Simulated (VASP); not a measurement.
Write the native input for VASP 6.6.1 that does the following.

| Quantity | Value |
| --- | --- |
| Task | single point |
| Functional | PBE |
| Potentials or basis | VASP PAW PBE potentials, release 64 (K_sv, Ta_pv, O) |
| Cutoff | 520 eV |
| k mesh | 8 × 8 × 8 |
| Occupations | gaussian, width 0.02 eV |
| Spin | no spin polarisation |
| Dipole correction | no |
| Further INCAR settings | ALGO = Normal; EDIFF = 1e-06; NBANDS = 27 |

The structure of KTaO3 lies in POSCAR:

```
KTaO3
1.0
    4.0244193478      0.0000000000      0.0000000000
    0.0000000000      4.0244193478      0.0000000000
    0.0000000000      0.0000000000      4.0244193478
K Ta O
1 1 3
Direct
    0.0000000000      0.0000000000      0.0000000000
    0.5000000000      0.5000000000      0.5000000000
    0.5000000000      0.0000000000      0.5000000000
    0.5000000000      0.5000000000      0.0000000000
    0.0000000000      0.5000000000      0.5000000000
```

The cell was built from a structure type or drawn by symmetry, and may not be a known phase.

These files were run (other wordings do the same):

INCAR

```
SYSTEM = KTaO3
ALGO = Normal ; EDIFF = 1E-6
ENCUT = 520 ; GGA = PE
ISIF = 2 ; ISMEAR = 0
LASPH = .TRUE. ; LCHARG = .TRUE.
LELF = .TRUE. ; LREAL = .FALSE.
LVHAR = .TRUE. ; LWAVE = .FALSE.
NBANDS = 27 ; NELM = 60
PREC = Accurate ; SIGMA = 0.02
```

KPOINTS

```
k-points
0
G
  8 8 8
  0 0 0
```

Potentials or basis: VASP PAW PBE potentials, release 64 (K_sv, Ta_pv, O).

Launch:

```sh
$ cat potpaw_PBE.64/K_sv/POTCAR potpaw_PBE.64/Ta_pv/POTCAR potpaw_PBE.64/O/POTCAR > POTCAR
$ mpirun -np 1 vasp_std > vasp.out
```

It gave:

The pressure is 0.6 GPa. The band gap on the k mesh is 2.12 eV (least direct gap 2.75 eV).

Caveat: spin-orbit coupling is left out, which moves the levels of the heavy elements.

Run time: 64 s on 1 thread of Intel Xeon 8259CL (shared host), peak memory 0.21 GiB.
